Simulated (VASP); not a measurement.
# ZnSe (rocksalt type) (Fm-3m) in VASP: further runs

Runs on ZnSe (rocksalt type). Level: PBE. Tasks: single point, relaxation of cell and atoms.

All numbers are computed with VASP 6.6.1; they aren't measurements. Logs are shortened: lines on timing, memory, paths and dates and some standing lists are left out, and cuts for length are marked.

### 1 The cell of the first run

Symmetry: Fm-3m, No. 225, cubic system. Conventional cell: a = 5.105 Å, b = 5.105 Å, c = 5.105 Å, α = 90.00°, β = 90.00°, γ = 90.00°. Within 3.4 Å of Zn (site symmetry m-3m) lie 6 Se at 2.55 Å. Se (site symmetry m-3m) has 6 Zn at 2.55 Å within 3.4 Å.

### 2 Single point, PBE

Input file INCAR:

```
SYSTEM = ZnSe
  ALGO = Normal
  EDIFF = 1E-6
  ENCUT = 520
  GGA = PE
  ISIF = 2
  ISMEAR = -1
  LASPH = .TRUE.
  LCHARG = .FALSE.
  LREAL = .FALSE.
  LWAVE = .FALSE.
  NBANDS = 16
  NELM = 100
  PREC = Accurate
  SIGMA = 0.05
```

Input file KPOINTS:

```
k-points
0
G
  14 14 14
  0 0 0
```

Input file POSCAR:

```
ZnSe
1.0
    0.0000000000      2.5525729919      2.5525729919
    2.5525729919      0.0000000000      2.5525729919
    2.5525729919      2.5525729919      0.0000000000
Zn Se
1 1
Direct
    0.0000000000      0.0000000000      0.0000000000
    0.5000000000      0.5000000000      0.5000000000
```

Potentials or basis: VASP PAW PBE potentials, release 64 (Zn, Se).

Launch:

```sh
cat potpaw_PBE.64/Zn/POTCAR potpaw_PBE.64/Se/POTCAR > POTCAR
mpirun -np 1 vasp_std > vasp.out
```

OUTCAR:

```text
SYSTEM = ZnSe
   EDIFF = 1E-6
   ENCUT = 520
   GGA = PE
   ISIF = 2
   ISMEAR = -1
   LASPH = .TRUE.
   LREAL = .FALSE.
   NELM = 100
   PREC = Accurate

 ion  position               nearest neighbor table
   1  0.000  0.000  0.000-   2 2.55   2 2.55   2 2.55   2 2.55   2 2.55   2 2.55
   2  0.500  0.500  0.500-   1 2.55   1 2.55   1 2.55   1 2.55   1 2.55   1 2.55

  LATTYP: Found a face centered cubic cell.
 ALAT       =     5.1051459838

  Lattice vectors:

 A1 = (   0.0000000000,   2.5525729919,   2.5525729919)
 A2 = (   2.5525729919,   0.0000000000,   2.5525729919)
 A3 = (   2.5525729919,   2.5525729919,   0.0000000000)

Analysis of symmetry for initial positions (statically):
=====================================================================
 Subroutine PRICEL returns:
 Original cell was already a primitive cell.

 Routine SETGRP: Setting up the symmetry group for a
 face centered cubic supercell.

 Subroutine GETGRP returns: Found 48 space group operations
 (whereof 48 operations were pure point group operations)
 out of a pool of 48 trial point group operations.

The static configuration has the point symmetry O_h .

Analysis of symmetry for dynamics (positions and initial velocities):
=====================================================================
 Subroutine PRICEL returns:
 Original cell was already a primitive cell.

 Routine SETGRP: Setting up the symmetry group for a
 face centered cubic supercell.

 Subroutine GETGRP returns: Found 48 space group operations
 (whereof 48 operations were pure point group operations)
 out of a pool of 48 trial point group operations.

The dynamic configuration has the point symmetry O_h .

 Subroutine INISYM returns: Found 48 space group operations
 (whereof 48 operations are pure point group operations),
 and found     1 'primitive' translations

----------------------------------------------------------------------------------------

                                     Primitive cell

  volume of cell :      33.2632

  direct lattice vectors                    reciprocal lattice vectors
     0.000000000  2.552572992  2.552572992    -0.195880784  0.195880784  0.195880784
     2.552572992  0.000000000  2.552572992     0.195880784 -0.195880784  0.195880784
     2.552572992  2.552572992  0.000000000     0.195880784  0.195880784 -0.195880784

  length of vectors
     3.609883344  3.609883344  3.609883344     0.339275471  0.339275471  0.339275471

  position of ions in fractional coordinates (direct lattice)
     0.000000000  0.000000000  0.000000000
     0.500000000  0.500000000  0.500000000

  ion indices of the primitive-cell ions
   primitive index   ion index
                 1           1
                 2           2

----------------------------------------------------------------------------------------

 KPOINTS: k-points

Automatic generation of k-mesh.
 Grid dimensions read from file:
 generate k-points for:   14   14   14

 Generating k-lattice:

  Cartesian coordinates                     Fractional coordinates (reciprocal lattice)
    -0.013991485  0.013991485  0.013991485     0.071428571  0.000000000  0.000000000
     0.013991485 -0.013991485  0.013991485     0.000000000  0.071428571  0.000000000
     0.013991485  0.013991485 -0.013991485     0.000000000  0.000000000  0.071428571

  Length of vectors
     0.024233962  0.024233962  0.024233962

  Shift w.r.t. Gamma in fractional coordinates (k-lattice)
     0.000000000  0.000000000  0.000000000

 Subroutine IBZKPT returns following result:
 ===========================================

 Found    104 irreducible k-points:

 Following reciprocal coordinates:
            Coordinates               Weight
  0.000000  0.000000  0.000000      1.000000
  0.071429  0.000000  0.000000      8.000000
  0.142857  0.000000  0.000000      8.000000
  0.214286  0.000000  0.000000      8.000000
  0.285714  0.000000  0.000000      8.000000
  0.357143  0.000000  0.000000      8.000000
[... 16 lines left out ...]
  0.214286  0.142857  0.000000     24.000000
  0.285714  0.142857  0.000000     24.000000
 [... further k-points ...]
   k-points           NKPTS =    104   k-points in BZ     NKDIM =    104   number of bands    NBANDS=     16
   number of dos      NEDOS =    301   number of ions     NIONS =      2
   total plane-waves  NPLWV =  21952
   dimension x,y,z NGX =    28 NGY =   28 NGZ =   28
   dimension x,y,z NGXF=    56 NGYF=   56 NGZF=   56
   ions per type =               1   1
   NGX,Y,Z   is equivalent  to a cutoff of  12.89, 12.89, 12.89 a.u.
   NGXF,Y,Z  is equivalent  to a cutoff of  25.79, 25.79, 25.79 a.u.
 SYSTEM =  ZnSe
   PREC   = accura    normal or accurate (medium, high low for compatibility)
   ISTART =      0    job   : 0-new  1-cont  2-samecut
   ICHARG =      2    charge: 1-file 2-atom 10-const
   ISPIN  =      1    spin polarized calculation?
   LNONCOLLINEAR =      F non collinear calculations
   LSORBIT =      F    spin-orbit coupling
   LASPH  =      T    aspherical Exc in radial PAW
   ENCUT  =  520.0 eV  38.22 Ry    6.18 a.u.   6.71  6.71  6.71*2*pi/ulx,y,z
   NELM   =    100;   NELMIN=  2; NELMDL= -5     # of ELM steps
   EDIFF  = 0.1E-05   stopping-criterion for ELM
   LREAL  =      F    real-space projection
   EDIFFG = 0.1E-04   stopping-criterion for IOM
   NSW    =      0    number of steps for IOM
   IBRION =     -1    ionic relax: 0-MD 1-quasi-New 2-CG
   NFREE  =      0    steps in history (QN), initial steepest desc. (CG)
   ISIF   =      2    stress and relaxation
   ISYM   =      2    0-nonsym 1-usesym 2-fastsym
   POTIM  = 0.5000    time-step for ionic-motion
   TEBEG  =    0.0;   TEEND  =   0.0 temperature during run
   PSTRESS=    0.0 pullay stress
   NELECT =      18.0000    total number of electrons
   NUPDOWN=      -1.0000    fix difference up-down
   EMIN   =  10.00;   EMAX   =-10.00  energy-range for DOS
   EFERMI =   0.00;   METHOD = LEGACY
   ISMEAR =    -1;   SIGMA  =   0.05  broadening in eV -4-tet -1-fermi 0-gaus
   EFERMI_NEDOS =   21; number of points for ismear=-14 and -15
   IALGO  =     38    algorithm
   IMIX   =      4    mixing-type and parameters
     AMIX     =   0.40;   BMIX     =  1.00
     AMIX_MAG =   1.60;   BMIX_MAG =  1.00
  volume/ion in A,a.u.               =      16.63       112.24
  Fermi-wavevector in a.u.,A,eV,Ry     =   1.334067  2.521020 24.214745  1.779734
  Thomas-Fermi vector in A             =   2.462877
   LORBIT       =      0    0 simple, 1 ext, 2 COOP (PROOUT), +10 PAW based schemes
   GGA     = PE    functional components
   LHFCALC =     F    Hartree Fock is set to
   AEXX    =    0.0000 exact exchange contribution
   IVDW    =     0    specifies the selected vdW correction
   LEPSILON=     F    determine dielectric tensor
   LRPA    =     F    only Hartree local field effects (RPA)
 non-spin polarized calculation
  energy-cutoff  :      520.00
  volume of cell :       33.26
 maximum number of plane-waves:       934
   NGX = 13   NGY = 13   NGZ = 13

 number of electron      18.0000003 magnetization

 Free energy of the ion-electron system (eV)
  ---------------------------------------------------
  ext. energy  EPLUGINS =         0.00000000
  ---------------------------------------------------
  free energy    TOTEN  =        -5.18922879 eV

  energy without entropy =       -5.18394091  energy(sigma->0) =       -5.18658485

 E-fermi :   4.6239     XC(G=0): -11.1459

 val. band max:        4.6195520519   @ k =   0.5000   0.4286   0.0714
 cond. band min:       4.6246024629   @ k =  -0.2143   0.2143   0.0000
 fundamental gap:      0.0050504110
 Fermi energy:         4.6239035897

 k-point     1 :       0.0000    0.0000    0.0000
  band No.  band energies     occupation
      1     -10.3442      2.00000
      2      -2.3327      2.00000
      3      -2.3327      2.00000
      4      -2.3128      2.00000
      5      -2.3128      2.00000
      6      -2.3128      2.00000
[... 8 lines left out ...]
     15      15.2141      0.00000
     16      15.2141      0.00000

 k-point     2 :       0.0714    0.0000    0.0000
  band No.  band energies     occupation
      1     -10.2794      2.00000
      2      -2.3497      2.00000
      3      -2.3497      2.00000
      4      -2.3212      2.00000
      5      -2.3063      2.00000
      6      -2.3063      2.00000
[... 8 lines left out ...]
     15      14.5221      0.00000
     16      15.1163      0.00000

 k-point     3 :       0.1429    0.0000    0.0000
  band No.  band energies     occupation
      1     -10.0888      2.00000
      2      -2.4006      2.00000
      3      -2.4006      2.00000
      4      -2.3506      2.00000
      5      -2.2842      2.00000
      6      -2.2842      2.00000
[... 8 lines left out ...]
     15      14.2887      0.00000
     16      14.8037      0.00000

 k-point     4 :       0.2143    0.0000    0.0000
  band No.  band energies     occupation
      1      -9.7856      2.00000
      2      -2.4737      2.00000
      3      -2.4737      2.00000
      4      -2.4174      2.00000
      5      -2.2511      2.00000
      6      -2.2511      2.00000
[... 8 lines left out ...]
     15      14.9103      0.00000
     16      14.9104      0.00000

 k-point     5 :       0.2857    0.0000    0.0000
  band No.  band energies     occupation
      1      -9.3976      2.00000
      2      -2.5647      2.00000
      3      -2.5530      2.00000
      4      -2.5530      2.00000
      5      -2.2140      2.00000
      6      -2.2140      2.00000
[... 8 lines left out ...]
     15      15.8817      0.00000
     16      15.8817      0.00000

 k-point     6 :       0.3571    0.0000    0.0000
  band No.  band energies     occupation
      1      -8.9790      2.00000
      2      -2.8598      2.00000
      3      -2.6228      2.00000
      4      -2.6228      2.00000
      5      -2.1801      2.00000
      6      -2.1801      2.00000
[... 8 lines left out ...]
     15      17.0965      0.00000
     16      17.0965      0.00000
[... 267 lines left out ...]
 k-point    21 :      -0.0714    0.0714    0.0000
  band No.  band energies     occupation
      1     -10.1729      2.00000
      2      -2.3927      2.00000
      3      -2.3666      2.00000
      4      -2.3319      2.00000
      5      -2.2997      2.00000
      6      -2.2898      2.00000
[... 8 lines left out ...]
     15      14.8456      0.00000
     16      15.5781      0.00000

 k-point    22 :       0.1429    0.1429    0.0000
  band No.  band energies     occupation
      1     -10.0084      2.00000
      2      -2.4975      2.00000
      3      -2.3418      2.00000
      4      -2.3160      2.00000
      5      -2.2927      2.00000
      6      -2.2927      2.00000
[... 8 lines left out ...]
     15      16.6908      0.00000
     16      16.6908      0.00000

 k-point    23 :       0.2143    0.1429    0.0000
  band No.  band energies     occupation
      1      -9.7905      2.00000
      2      -2.5784      2.00000
      3      -2.3639      2.00000
      4      -2.3469      2.00000
      5      -2.2756      2.00000
      6      -2.2553      2.00000
[... 8 lines left out ...]
     15      16.6444      0.00000
     16      16.9244      0.00000

 k-point    24 :       0.2857    0.1429    0.0000
  band No.  band energies     occupation
      1      -9.4747      2.00000
      2      -2.6687      2.00000
      3      -2.4093      2.00000
      4      -2.4072      2.00000
      5      -2.2489      2.00000
      6      -2.2108      2.00000
[... 8 lines left out ...]
     15      17.0539      0.00000
     16      17.1678      0.00000

 [... further k-points ...]
[... 5 lines left out ...]
  --------------------------------------------------------------------------------------
  -------------------------------------------------------------------------------------
  Total        3.1919729      3.1919729      3.1919729     -0.0000000      0.0000000      0.0000000
  in kB      153.7465104    153.7465104    153.7465104     -0.0000000      0.0000000      0.0000000
  external PRESSURE =     153.7465104 kB  Pullay stress =       0.0000000 kB

 VOLUME and BASIS-vectors are now :
 -----------------------------------------------------------------------------
  energy-cutoff  :      520.00
  volume of cell :       33.26
      direct lattice vectors                 reciprocal lattice vectors
     0.000000000  2.552572992  2.552572992    -0.195880784  0.195880784  0.195880784
     2.552572992  0.000000000  2.552572992     0.195880784 -0.195880784  0.195880784
     2.552572992  2.552572992  0.000000000     0.195880784  0.195880784 -0.195880784

 POSITION                                       TOTAL-FORCE (eV/Angst)
 -----------------------------------------------------------------------------------
      0.00000      0.00000      0.00000        -0.000000     -0.000000      0.000000
      2.55257      2.55257      2.55257         0.000000      0.000000     -0.000000
 -----------------------------------------------------------------------------------
    total drift:                               -0.000000      0.000000      0.000000

  FREE ENERGIE OF THE ION-ELECTRON SYSTEM (eV)
  ---------------------------------------------------
  free  energy   TOTEN  =        -5.1892287920 eV

  energy  without entropy=       -5.1839409143  energy(sigma->0) =       -5.18658485
```

It took 21 s on 1 thread of Intel Xeon 6975P-C (Granite Rapids), shared host; peak memory 0.19 GiB.

What came out:

* Free energy: -5.1892 eV
* Pressure: 15.4 GPa
* Band gap on the k mesh: zero (band 9 reaches 4.72 eV, above the bottom of band 10 at 3.58 eV)

Levels at points of the mesh, in eV from the Fermi level:
| k point | band 6 | band 7 | band 8 | band 9 | band 10 | band 11 | band 12 | band 13 |
| --- | --- | --- | --- | --- | --- | --- | --- | --- |
| (0.00, 0.00, 0.00) | -6.94 | -0.59 | -0.59 | -0.59 | 1.73 | 8.62 | 8.62 | 8.62 |
| (0.50, 0.00, 0.00) | -6.77 | -6.10 | -0.07 | -0.07 | 3.34 | 4.89 | 4.89 | 7.33 |
| (0.50, 0.50, 0.00) | -6.26 | -6.09 | -3.01 | -3.01 | -1.05 | 4.63 | 12.50 | 12.50 |

### 3 Single point, PBE

This run uses another cell than the first one, of 19.32 Å³/atom, 1.162 times its volume.

Input file INCAR:

```
SYSTEM = ZnSe
ALGO     = Normal         ! electronic algorithm
EDIFF    = 1E-7           ! SCF threshold, eV
ENCUT    = 520            ! plane-wave cutoff, eV
GGA      = PE             ! functional
ISIF     = 2              ! what is computed and relaxed
ISMEAR   = -1             ! smearing method
LASPH    = .True.         ! aspherical terms in the spheres
LCHARG   = .False.        ! write CHGCAR
LREAL    = .False.        ! projectors in reciprocal space
LWAVE    = .False.        ! write WAVECAR
NBANDS   = 16             ! bands
NELM     = 80             ! most SCF steps
PREC     = Accurate       ! precision mode
SIGMA    = 0.05           ! smearing width, eV
```

Input file KPOINTS:

```
k-points
0
Gamma
  14 14 14
  0 0 0
```

Input file POSCAR:

```
ZnSe
1.0
    0.0000000000      2.6835043650      2.6835043650
    2.6835043650      0.0000000000      2.6835043650
    2.6835043650      2.6835043650      0.0000000000
Zn Se
1 1
Direct
    0.0000000000      0.0000000000      0.0000000000
    0.5000000000      0.5000000000      0.5000000000
```

Potentials or basis: VASP PAW PBE potentials, release 64 (Zn, Se).

Launch:

```sh
cat potpaw_PBE.64/Zn/POTCAR potpaw_PBE.64/Se/POTCAR > POTCAR
mpirun -np 1 vasp_std > vasp.out
```

Wall time 21 s (1 thread of Intel Xeon 6975P-C (Granite Rapids), shared host); peak memory 0.2 GiB.

The run converged. Its results:

```yaml
Free_energy: -5.4189 eV
Pressure: 0.2 GPa
Band_gap_on_the_k_mesh: zero (band 9 reaches 3.14 eV, above the bottom of band 10 at 2.09 eV)
```

Levels at points of the mesh, in eV from the Fermi level:
| k point | band 7 | band 8 | band 9 | band 10 | band 11 | band 12 |
| --- | --- | --- | --- | --- | --- | --- |
| (0.00, 0.00, 0.00) | -0.43 | -0.43 | -0.43 | 0.73 | 8.62 | 8.62 |
| (0.50, 0.00, 0.00) | -5.58 | -0.09 | -0.09 | 3.33 | 5.02 | 5.02 |
| (0.50, 0.50, 0.00) | -4.95 | -2.38 | -2.38 | -0.98 | 5.02 | 11.22 |

[end of part 1 of 2]
